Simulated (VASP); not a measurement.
Pt:

```xyz
2
Lattice="0.0000 2.7314 2.7314 2.7314 0.0000 2.7314 2.7314 2.7314 0.0000" Properties=species:S:1:pos:R:3 pbc="T T T"
Pt    0.6829    0.6829    0.6829
Pt    4.7800    4.7800    4.7800
```

This isn't the form of Pt at room conditions, which is fcc.

- Program: VASP 6.6.1
- Task: relaxation of cell and atoms
- Functional: revPBE
- Potentials or basis: VASP PAW PBE potentials, release 64 (Pt)
- Cutoff: 600 eV
- k mesh: 10 × 10 × 10
- Occupations: fermi-dirac, width 0.1 eV
- Spin: no spin polarisation

At the start: pressure 31.6 GPa; volume 20.38 Å³/atom.

**Question.** How do energy, volume and symmetry change on relaxing?

**Answer.** Over 5 steps the energy falls by 335.9 meV/atom and the volume is 24.50 Å³/atom (+20.2 %); space group Fd-3m (No. 227, to 0.1 Å) before and after.

The path:
| step | energy change (eV) | largest force (eV/Å) | pressure (GPa) | volume (Å³) |
| --- | --- | --- | --- | --- |
| 1 | 0.0000 | 0.0000 | 31.64 | 40.76 |
| 2 | 0.6012 | 0.0000 | -13.42 | 69.40 |
| 3 | -0.6647 | 0.0000 | -2.11 | 50.05 |
| 4 | -0.6712 | 0.0000 | -0.64 | 49.30 |
| 5 | -0.6718 | 0.0000 | 0.01 | 48.99 |

Final structure:
```
Pt
1.0
     0.00000    2.90421    2.90421
     2.90421    0.00000    2.90421
     2.90421    2.90421    0.00000
Pt
2
Direct
  0.12500 0.12500 0.12500
  0.87500 0.87500 0.87500
```

Caveat: the volume moved by over 15 % at a fixed basis, so the end points are rough; the PAW data sets were made with another functional, which shifts forces and pressure a little.
